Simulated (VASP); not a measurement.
# Zn8HO8 (a cell with a defect) in VASP: a series of runs, part 2 of 2

VASP 6.6.1. Earlier steps stand in the parts before.

## 3. Single point, PBE, collinear spin, ferromagnetic start

Input file INCAR:

```
SYSTEM = Zn8HO8
PREC     = Accurate       ! precision mode
ENCUT    = 520            ! plane-wave cutoff, eV
EDIFF    = 1E-6           ! SCF threshold, eV
ISMEAR   = -1             ! smearing method
SIGMA    = 0.02           ! smearing width, eV
LREAL    = Auto         
LASPH    = .TRUE.         ! aspherical terms in the spheres
NELM     = 150            ! most SCF steps
ALGO     = Normal         ! electronic algorithm
ISIF     = 2              ! what is computed and relaxed
LWAVE    = .FALSE.        ! write WAVECAR
LCHARG   = .TRUE.         ! write CHGCAR
ISPIN    = 2              ! spin polarisation
MAGMOM   = 0 0 0 0 0 0 0 0 0 0 0 0 0 0 0 0 1 ! initial moments
LORBIT   = 11             ! projections on sites
GGA      = PE             ! functional
LELF     = .TRUE.         ! ELF
LVHAR    = .TRUE.       
NBANDS   = 90             ! bands
```

Input file KPOINTS:

```
Automatic mesh
0
G
  2 2 2
  0 0 0
```

Input file POSCAR:

```
Zn8HO8
1.0
   -3.2533000000     -5.6348810000      0.0000000000
    4.8799500000     -2.8174400000      0.0000000000
    0.0000000000      0.0000000000      5.2073000000
Zn O H
8 8 1
Direct
    0.5076073756      0.3492861761      0.0480863403
    0.4609146649      0.6645751861      0.5296026732
    0.2166566718      0.8352850235     -0.0206056882
    0.2516392002      0.1615094028      0.5449081098
   -0.0086964392      0.3445338322      0.0196262939
   -0.0411733029      0.6903453711      0.5164672671
    0.6953408234      0.8411668769     -0.0217195092
    0.7411512691      0.1920895550      0.4896011369
    0.4705136479      0.3445367372      0.3946767039
    0.4440477430      0.6353795679      0.8773260615
    0.2172656182      0.8642363622      0.3702878651
    0.2397412436      0.1789875281      0.9295412210
    0.0075733784      0.3426958210      0.4256524494
   -0.0458084273      0.6787101186      0.8937069115
    0.7044015315      0.8648919564      0.3687323565
    0.7501357144      0.1935709423      0.8716609375
    0.4889506542      1.0002772904      0.7188946287
```

Potentials or basis: VASP PAW PBE potentials, release 64 (Zn, O, H).

Launch:

```console
cat potpaw_PBE.64/Zn/POTCAR potpaw_PBE.64/O/POTCAR potpaw_PBE.64/H/POTCAR > POTCAR
mpirun -np 1 vasp_std > vasp.out
```

Wall time 7.6 min (1 thread of AMD EPYC 7R43 (Zen 3), shared host); peak memory 0.39 GiB.

It converged, with:

- Free energy: -70.8515 eV
- Pressure: 7.1 GPa
- Largest force: 2.859 eV/Å
- Net moment: 0.75 μB per cell
- Site moments: Zn +0.01, -0.00, +0.02, +0.00; O +0.02, +0.06, +0.03, +0.07, +0.01, +0.04; H +0.19 μB
- Valence electrons inside the program's atomic spheres: Zn 10.95, 10.89, 10.85, 10.90, 10.81, 10.75; O 5.05, 4.97, 5.00, 4.98, 5.01, 4.96; H 0.44

Forces on the atoms (eV/Å):
```
Zn  -1.008  0.781 -1.615
Zn   1.174 -0.584 -2.540
Zn   0.642  0.225  1.285
Zn   0.267  0.334  0.101
Zn   0.124 -0.277  0.640
Zn  -0.163 -0.363 -0.987
Zn   0.451 -0.442  0.547
Zn  -0.113 -0.057  0.271
O   -0.147 -1.065  1.111
O    0.362 -0.901  1.607
O   -1.256  1.009  0.443
O   -0.207 -0.223 -0.555
O    1.027  0.294 -0.936
O   -0.056  0.006  0.006
O   -1.073  0.334 -0.025
O   -0.072  0.912  0.790
H    0.048  0.017 -0.143
```

Stress tensor (GPa, compression positive):
```
 6.09 -1.57  1.07
-1.57  4.83  1.38
 1.07  1.38 10.25
```

Levels at points of the mesh, in eV from the Fermi level:
Spin up:
| k point | band 69 | band 70 | band 71 | band 72 | band 73 | band 74 | band 75 | band 76 | band 77 | band 78 |
| --- | --- | --- | --- | --- | --- | --- | --- | --- | --- | --- |
| (0.00, 0.00, 0.00) | -1.15 | -0.92 | -0.58 | -0.54 | -0.46 | 1.68 | 4.35 | 4.72 | 5.06 | 5.53 |
| (0.50, 0.00, 0.00) | -0.99 | -0.93 | -0.78 | -0.72 | -0.13 | 2.25 | 3.52 | 5.09 | 5.88 | 6.01 |
| (0.00, 0.50, 0.00) | -1.01 | -0.93 | -0.88 | -0.83 | -0.22 | 2.57 | 3.57 | 4.56 | 5.05 | 5.84 |
| (0.50, 0.50, 0.00) | -1.20 | -1.10 | -1.04 | -0.98 | -0.05 | 3.37 | 3.62 | 4.00 | 4.97 | 6.00 |
| (0.00, 0.00, 0.50) | -1.07 | -0.97 | -0.81 | -0.77 | -0.22 | 2.77 | 3.40 | 4.65 | 5.14 | 5.38 |
| (0.50, 0.00, 0.50) | -1.40 | -1.29 | -1.15 | -1.04 | 0.05 | 3.53 | 3.80 | 4.33 | 5.09 | 5.96 |
| (0.00, 0.50, 0.50) | -1.39 | -1.29 | -1.25 | -1.13 | -0.33 | 3.75 | 3.87 | 3.99 | 4.68 | 4.76 |
| (0.50, 0.50, 0.50) | -1.57 | -1.47 | -1.35 | -1.24 | -0.08 | 4.10 | 4.37 | 4.46 | 4.76 | 5.14 |
Spin down:
```tsv
k point	band 69	band 70	band 71	band 72	band 73	band 74	band 75	band 76
(0.00, 0.00, 0.00)	-1.07	-0.63	-0.50	-0.45	-0.41	2.21	4.42	4.77
(0.50, 0.00, 0.00)	-0.93	-0.88	-0.72	-0.66	0.59	2.28	3.81	5.19
(0.00, 0.50, 0.00)	-0.97	-0.87	-0.83	-0.78	0.61	2.60	3.77	4.62
(0.50, 0.50, 0.00)	-1.15	-1.06	-1.00	-0.94	0.83	3.41	3.65	4.04
(0.00, 0.00, 0.50)	-1.01	-0.90	-0.76	-0.74	0.59	2.80	3.52	4.67
(0.50, 0.00, 0.50)	-1.35	-1.24	-1.09	-1.02	0.87	3.56	3.82	4.37
(0.00, 0.50, 0.50)	-1.36	-1.23	-1.21	-1.07	0.57	3.78	3.89	4.04
(0.50, 0.50, 0.50)	-1.51	-1.42	-1.31	-1.21	0.78	4.12	4.40	4.51
```

Caveat: the k points lie up to 0.60 Å⁻¹ apart.

## 4. Single point, PBE, collinear spin, ferromagnetic start

Input file INCAR:

```
SYSTEM = Zn8HO8
ALGO = Normal
EDIFF = 1E-7
ENCUT = 520
GGA = PE
ISIF = 2
ISMEAR = -1
ISPIN = 2
LASPH = .True.
LCHARG = .False.
LORBIT = 11
LREAL = Auto
LWAVE = .False.
MAGMOM = 0 0 0 0 0 0 0 0 0 0 0 0 0 0 0 0 1
NBANDS = 90
NELM = 150
PREC = Accurate
SIGMA = 0.02
```

Input file KPOINTS:

```
k-points
0
Gamma
  2 2 2
  0 0 0
```

Input file POSCAR:

```
Zn8HO8
1.0
   -3.2533000000     -5.6348810000      0.0000000000
    4.8799500000     -2.8174400000      0.0000000000
    0.0000000000      0.0000000000      5.2073000000
Zn O H
8 8 1
Direct
    0.4915654327      0.3602516055      0.0535018148
    0.4523184444      0.6682092225      0.5144700709
    0.1789292179      0.8539862959      0.0142108194
    0.2333221331      0.1474947275      0.5735793982
    0.0060046170      0.3332687467      0.0122904384
   -0.0568836297      0.6963883825      0.4751406679
    0.7043935526      0.8382880039     -0.0065484992
    0.7268380236      0.2154985486      0.5215754806
    0.4611098066      0.3321813817      0.4168186968
    0.4348477558      0.6670540075      0.8740806176
    0.2138751961      0.8526317228      0.3882242237
    0.2531469583      0.1748917508      0.9546021931
   -0.0268115036      0.3572319666      0.3794864901
   -0.0355220594      0.6732929813      0.8792656463
    0.7110023906      0.8927558842      0.4050659651
    0.7500284844      0.2312662360      0.8933036314
    0.4185104896      0.9488909058      0.7201428763
```

Potentials or basis: VASP PAW PBE potentials, release 64 (Zn, O, H).

Launch:

```console
cat potpaw_PBE.64/Zn/POTCAR potpaw_PBE.64/O/POTCAR potpaw_PBE.64/H/POTCAR > POTCAR
mpirun -np 1 vasp_std > vasp.out
```

OUTCAR:

```text
SYSTEM = Zn8HO8
   EDIFF = 1E-7
   ENCUT = 520
   GGA = PE
   ISIF = 2
   ISMEAR = -1
   ISPIN = 2
   LASPH = .True.
   LORBIT = 11
   LREAL = Auto
   NELM = 150
   PREC = Accurate

 ion  position               nearest neighbor table
   1  0.492  0.360  0.054-   9 1.91  12 1.94  10 2.00  16 2.01   2 2.97   8 2.99   7 3.04
   2  0.452  0.668  0.514-  10 1.88  17 1.92   9 1.96  11 1.98  15 2.18   1 2.97
   3  0.179  0.854  0.014-  14 1.86  12 1.90  11 1.96  10 2.10   4 2.85   5 2.93   6 2.98
   4  0.233  0.147  0.574-  17 1.81  11 1.93   9 1.99  12 1.99  13 2.30   3 2.85   5 2.92
   5  0.006  0.333  0.012-  12 1.86  16 1.87  13 1.93  14 2.06   4 2.92   3 2.93
   6  0.943  0.696  0.475-  15 1.91  13 1.98  11 2.02  14 2.11   3 2.98
   7  0.704  0.838  0.993-  14 2.02  10 2.10  15 2.17  16 2.29   1 3.04
   8  0.727  0.215  0.522-  15 1.92   9 1.93  13 1.94  16 1.94   1 2.99
   9  0.461  0.332  0.417-   1 1.91   8 1.93   2 1.96   4 1.99
  10  0.435  0.667  0.874-   2 1.88   1 2.00   7 2.10   3 2.10
  11  0.214  0.853  0.388-   4 1.93   3 1.96   2 1.98   6 2.02
  12  0.253  0.175  0.955-   5 1.86   3 1.90   1 1.94   4 1.99
  13  0.973  0.357  0.379-   5 1.93   8 1.94   6 1.98   4 2.30
  14  0.964  0.673  0.879-   3 1.86   7 2.02   5 2.06   6 2.11
  15  0.711  0.893  0.405-   6 1.91   8 1.92   7 2.17   2 2.18
  16  0.750  0.231  0.893-   5 1.87   8 1.94   1 2.01   7 2.29
  17  0.419  0.949  0.720-   4 1.81   2 1.92

  LATTYP: Found a simple orthorhombic cell.
 ALAT       =     5.2073000000
 B/A-ratio  =     1.0821117795
 C/A-ratio  =     1.2495151217

  Lattice vectors:

 A1 = (   0.0000000000,   0.0000000000,  -5.2073000000)
 A2 = (   4.8799500000,  -2.8174400000,   0.0000000000)
 A3 = (  -3.2533000000,  -5.6348810000,   0.0000000000)

Analysis of symmetry for initial positions (statically):
=====================================================================
 Subroutine PRICEL returns:
 Original cell was already a primitive cell.

 Routine SETGRP: Setting up the symmetry group for a
 simple orthorhombic supercell.

 Subroutine GETGRP returns: Found  1 space group operations
 (whereof  1 operations were pure point group operations)
 out of a pool of  8 trial point group operations.

The static configuration has the point symmetry C_1 .

Analysis of symmetry for dynamics (positions and initial velocities):
=====================================================================
 Subroutine PRICEL returns:
 Original cell was already a primitive cell.

 Routine SETGRP: Setting up the symmetry group for a
 simple orthorhombic supercell.

 Subroutine GETGRP returns: Found  1 space group operations
 (whereof  1 operations were pure point group operations)
 out of a pool of  8 trial point group operations.

The dynamic configuration has the point symmetry C_1 .

Analysis of structural, dynamic, and magnetic symmetry:
=====================================================================
 Subroutine PRICEL returns:
 Original cell was already a primitive cell.

 Routine SETGRP: Setting up the symmetry group for a
 simple orthorhombic supercell.

 Subroutine GETGRP returns: Found  1 space group operations
 (whereof  1 operations were pure point group operations)
 out of a pool of  8 trial point group operations.

The overall configuration has the point symmetry C_1 .

 Subroutine INISYM returns: Found  1 space group operations
 (whereof  1 operations are pure point group operations),
[... 121 lines left out ...]
   NUPDOWN=      -1.0000    fix difference up-down
   EMIN   =  10.00;   EMAX   =-10.00  energy-range for DOS
   EFERMI =   0.00;   METHOD = LEGACY
   ISMEAR =    -1;   SIGMA  =   0.02  broadening in eV -4-tet -1-fermi 0-gaus
   EFERMI_NEDOS =   21; number of points for ismear=-14 and -15
   IALGO  =     38    algorithm
   IMIX   =      4    mixing-type and parameters
     AMIX     =   0.40;   BMIX     =  1.00
     AMIX_MAG =   1.60;   BMIX_MAG =  1.00
  volume/ion in A,a.u.               =      11.23        75.79
  Fermi-wavevector in a.u.,A,eV,Ry     =   1.493644  2.822577 30.354211  2.230972
  Thomas-Fermi vector in A             =   2.606018
   LORBIT       =     11    0 simple, 1 ext, 2 COOP (PROOUT), +10 PAW based schemes
   GGA     = PE    functional components
   LHFCALC =     F    Hartree Fock is set to
   AEXX    =    0.0000 exact exchange contribution
   IVDW    =     0    specifies the selected vdW correction
   LEPSILON=     F    determine dielectric tensor
   LRPA    =     F    only Hartree local field effects (RPA)
 spin polarized calculation
  energy-cutoff  :      520.00
  volume of cell :      190.92
 maximum number of plane-waves:      5152
   NGX = 25   NGY = 21   NGZ = 19

 number of electron     144.9999964 magnetization       0.7500162

 Free energy of the ion-electron system (eV)
  ---------------------------------------------------
  ext. energy  EPLUGINS =         0.00000000
  ---------------------------------------------------
  free energy    TOTEN  =       -70.08260942 eV

  energy without entropy =      -70.07904314  energy(sigma->0) =      -70.08082628

 E-fermi :   2.2398     XC(G=0): -11.0285

 val. band max:        2.2155214912   @ k =   0.5000   0.5000   0.0000
 cond. band min:       2.2570114811   @ k =   0.5000   0.0000   0.5000
 fundamental gap:      0.0414899899
 Fermi energy:         2.2397852769

 spin component 1

 k-point     1 :       0.0000    0.0000    0.0000
  band No.  band energies     occupation
      1     -17.2037      1.00000
      2     -16.5827      1.00000
      3     -16.3332      1.00000
      4     -16.2095      1.00000
      5     -16.0583      1.00000
      6     -15.7860      1.00000
[... 685 lines left out ...]
     83       9.6461      0.00000
     84       9.7111      0.00000
 Fermi energy:         2.2397852769

 spin component 2

 k-point     1 :       0.0000    0.0000    0.0000
  band No.  band energies     occupation
      1     -17.0903      1.00000
      2     -16.4716      1.00000
      3     -16.2523      1.00000
      4     -16.1291      1.00000
      5     -16.0067      1.00000
      6     -15.7586      1.00000
[... 685 lines left out ...]
     83       9.7193      0.00000
     84       9.7712      0.00000
 [bands above 84 left out]

------------------------ aborting loop because EDIFF is reached ----------------------------------------

  FORCE on cell =-STRESS in cart. coord.  units (eV):
  Direction    XX          YY          ZZ          XY          YZ          ZX
  --------------------------------------------------------------------------------------
  -------------------------------------------------------------------------------------
  Total        8.9049549     10.8622562     12.8690810     -0.4455099     -1.2885059      1.0158702
  in kB       74.7292924     91.1547250    107.9957535     -3.7386646    -10.8129841      8.5250588
  external PRESSURE =      91.2932570 kB  Pullay stress =       0.0000000 kB

 VOLUME and BASIS-vectors are now :
 -----------------------------------------------------------------------------
  energy-cutoff  :      520.00
  volume of cell :      190.92
      direct lattice vectors                 reciprocal lattice vectors
    -3.253300000 -5.634881000  0.000000000    -0.076845039 -0.133099534  0.000000000
     4.879950000 -2.817440000  0.000000000     0.153690106 -0.088733022  0.000000000
     0.000000000  0.000000000  5.207300000     0.000000000  0.000000000  0.192038100

 POSITION                                       TOTAL-FORCE (eV/Angst)
 -----------------------------------------------------------------------------------
      0.15880     -3.78490      0.27860        -0.519377     -0.483113     -0.677140
      1.78930     -4.43140      2.67900         0.170664     -0.488711     -1.299008
      3.58530     -3.41430      0.07400        -1.031116     -0.355634      0.498688
     -0.03930     -1.73030      2.98680         1.057142     -0.252755     -1.071020
      1.60680     -0.97280      0.06400         1.350640     -0.141838      0.305631
      0.33010     -7.27638      2.47420        -0.877045     -0.295879      0.657690
[... 9 lines left out ...]
     -1.31150     -4.87790      4.65170        -0.604319      2.184553      0.336046
      3.26900     -5.03170      3.75000        -0.079135     -0.436630      0.013285
 -----------------------------------------------------------------------------------
    total drift:                               -0.008061     -0.010818      0.001353

  FREE ENERGIE OF THE ION-ELECTRON SYSTEM (eV)
  ---------------------------------------------------
  free  energy   TOTEN  =       -70.0826094212 eV

  energy  without entropy=      -70.0790431407  energy(sigma->0) =      -70.08082628

 total charge

# of ion       s       p       d       tot
------------------------------------------
    1        0.471   0.499   9.900  10.870
    2        0.471   0.505   9.896  10.872
    3        0.491   0.538   9.914  10.944
    4        0.470   0.473   9.869  10.812
    5        0.495   0.566   9.923  10.984
    6        0.468   0.472   9.887  10.827
[... 9 lines left out ...]
   16        1.556   3.439   0.000   4.995
   17        0.446   0.015   0.000   0.461
--------------------------------------------------
tot         16.708  31.501  79.160 127.369

 magnetization (x)

# of ion       s       p       d       tot
------------------------------------------
    1        0.005   0.009   0.005   0.019
    2       -0.003  -0.001   0.011   0.007
    3       -0.002   0.001   0.004   0.003
    4       -0.002   0.008   0.029   0.034
    5        0.002   0.003   0.004   0.010
    6       -0.001   0.002   0.002   0.003
[... 9 lines left out ...]
   16        0.000   0.016   0.000   0.017
   17        0.186   0.002   0.000   0.187
--------------------------------------------------
tot          0.201   0.296   0.059   0.555
```

Run time: 8.9 min. Hardware: 1 thread of Intel Xeon Platinum 8259CL at 2.50GHz (Skylake/Cascade Lake), shared host; peak memory 0.43 GiB.

What came out:

| Item | Value |
| --- | --- |
| Free energy | -70.0826 eV |
| Pressure | 9.1 GPa |
| Largest force | 2.331 eV/Å |
| Net moment | 0.75 μB per cell |
| Site moments | Zn +0.02, +0.01, +0.00, +0.03, -0.00; O +0.01, +0.10, +0.05, +0.08, +0.02; H +0.19 μB |
| Valence electrons inside the program's atomic spheres | Zn 10.87, 10.94, 10.81, 10.98, 10.83, 10.62, 10.95; O 5.03, 4.99, 5.01, 5.04, 4.97, 5.00; H 0.46 |

Forces in eV/Å, atoms in the order of the input:
```
Zn  -0.519 -0.483 -0.677
Zn   0.171 -0.489 -1.299
Zn  -1.031 -0.356  0.499
Zn   1.057 -0.253 -1.071
Zn   1.351 -0.142  0.306
Zn  -0.877 -0.296  0.658
Zn   0.556 -0.400  0.279
Zn  -0.177 -0.326  0.187
O    0.983 -0.306  0.158
O   -0.155 -0.882  2.152
O   -0.229  0.874 -0.135
O    0.246 -0.247 -1.013
O   -0.303 -0.736  1.192
O    0.734  0.828 -0.306
O   -1.122  1.465 -1.277
O   -0.604  2.185  0.336
H   -0.079 -0.437  0.013
```

Stress tensor (GPa, compression positive):
```
 7.47 -0.37  0.85
-0.37  9.12 -1.08
 0.85 -1.08 10.80
```

Levels at points of the mesh, in eV from the Fermi level:
Spin up:
```csv
k point,band 71,band 72,band 73,band 74,band 75,band 76
"(0.00, 0.00, 0.00)",-1.09,-1.01,-0.97,1.36,3.50,3.83
"(0.50, 0.00, 0.00)",-1.25,-1.22,-0.32,1.56,2.95,4.38
"(0.00, 0.50, 0.00)",-1.34,-1.20,-0.06,2.02,2.57,3.83
"(0.50, 0.50, 0.00)",-1.48,-1.39,-0.02,2.59,2.97,3.37
"(0.00, 0.00, 0.50)",-1.30,-1.27,-0.13,2.06,2.72,4.01
"(0.50, 0.00, 0.50)",-1.57,-1.50,0.02,2.79,3.06,3.59
"(0.00, 0.50, 0.50)",-1.77,-1.64,-0.19,2.85,3.26,3.44
"(0.50, 0.50, 0.50)",-1.73,-1.63,-0.10,3.16,3.43,3.97
```
Spin down:
| k point | band 69 | band 70 | band 71 | band 72 | band 73 | band 74 | band 75 | band 76 |
| --- | --- | --- | --- | --- | --- | --- | --- | --- |
| (0.00, 0.00, 0.00) | -1.57 | -1.04 | -1.03 | -0.94 | -0.82 | 2.04 | 3.54 | 3.87 |
| (0.50, 0.00, 0.00) | -1.46 | -1.41 | -1.23 | -1.20 | 0.41 | 1.60 | 3.31 | 4.42 |
| (0.00, 0.50, 0.00) | -1.55 | -1.44 | -1.31 | -1.17 | 0.79 | 2.07 | 2.78 | 3.90 |
| (0.50, 0.50, 0.00) | -1.73 | -1.53 | -1.45 | -1.36 | 0.92 | 2.64 | 3.01 | 3.40 |
| (0.00, 0.00, 0.50) | -1.56 | -1.40 | -1.27 | -1.23 | 0.71 | 2.09 | 2.87 | 4.04 |
| (0.50, 0.00, 0.50) | -1.86 | -1.81 | -1.54 | -1.48 | 0.92 | 2.82 | 3.09 | 3.63 |
| (0.00, 0.50, 0.50) | -1.84 | -1.77 | -1.73 | -1.61 | 0.76 | 2.87 | 3.29 | 3.47 |
| (0.50, 0.50, 0.50) | -1.98 | -1.95 | -1.69 | -1.61 | 0.85 | 3.19 | 3.47 | 4.01 |

Caveat: the k points lie up to 0.60 Å⁻¹ apart.
